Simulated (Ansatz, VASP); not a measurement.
Two plane-wave programs on HfGe

```
Hf Ge
1.0
     3.50084    0.00000    0.00000
     0.00000    3.50084    0.00000
     0.00000    0.00000    3.50084
Hf Ge
1 1
Direct
  0.00000 0.00000 0.00000
  0.50000 0.50000 0.50000
```

Alike in both runs: task relaxation of cell and atoms; functional PBEsol; k mesh 8 × 8 × 8; occupations fermi-dirac, width 0.05 eV; no spin polarisation.

|  | VASP | Ansatz |
| --- | --- | --- |
| version | VASP 6.6.1 | Ansatz 0.2.0 |
| potentials or method | VASP PAW PBE potentials, release 64 (Hf_pv, Ge_d) | Ansatz PAW |
| plane-wave cutoff (eV) | 600 | 420 |
| valence electrons in the cell | 24 | 40 |

VASP gave:

```
gap on the k mesh at the Fermi level, each at its own relaxed structure (eV) : none
relaxed volume (Å³/atom)                                                     : 18.03
relaxed cell length with the largest relative difference (Å)                 : 3.304
```

Task: Which values does Ansatz return?

Result: gap on the k mesh at the Fermi level, each at its own relaxed structure (eV): none; relaxed volume (Å³/atom): 18.08; relaxed cell length with the largest relative difference (Å): 3.307.

VASP's potentials were made for PBE, not for PBEsol. A gap of «none» marks a metal or a gap that the smearing closes. VASP's potentials hold 24 valence electrons a cell and Ansatz's 40, so a difference there can come from the potentials and not from the codes.

Spin-orbit coupling is off throughout. Noted on VASP's run: the volume moved by over 15 % at a fixed basis, so the end points are rough. Noted on Ansatz's run: the volume moved by over 15 % at a fixed basis, so the end points are rough; the plane-wave basis is chosen anew once the cell has moved, so the energies of steps on either side of that aren't comparable.
